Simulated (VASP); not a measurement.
Co: single point with LDA

Crystal: Co.

```
Co
1.0
     2.23899    0.00000    0.00000
     0.00000    2.23899    0.00000
     0.00000    0.00000    2.23899
Co
1
Direct
  0.00000 0.00000 0.00000
```

This isn't the form of Co at room conditions, which is hcp.

| Item | Value |
| --- | --- |
| Program | VASP 6.6.1 |
| Task | single point |
| Functional | LDA |
| Potentials or basis | VASP PAW LDA potentials, release 64 (Co) |
| Cutoff | 520 eV |
| k mesh | 17 × 17 × 17 |
| Occupations | fermi-dirac, width 0.08 eV |
| Spin | collinear spin, ferromagnetic start |
| Starting moments | [1.7] μB |

| Item | Value |
| --- | --- |
| Pressure | 3.0 GPa |
| Net moment | 1.45 μB per cell |
| Site moments | Co +1.44 μB |
| Valence electrons inside the program's atomic spheres | Co 8.41 |

Levels at points of the mesh, in eV from the Fermi level:
Spin up:
```
           k point  band 2  band 3  band 4  band 5  band 6  band 7  band 8  band 9
(0.00, 0.00, 0.00)   -4.59   -4.59   -0.42   -0.42   -0.42   20.62   20.62   20.62
```
Spin down:
```
           k point  band 1  band 2  band 3  band 4  band 5  band 6  band 7  band 8  band 9
(0.00, 0.00, 0.00)   -8.60   -3.58   -3.58    1.18    1.18    1.18   20.95   20.95   20.95
```

It took 41 s on 1 thread of Intel(R) Xeon(R) Platinum 8488C (Sapphire Rapids) (shared host), peak memory 0.15 GiB.

Caveat: the cell stands under pressure.
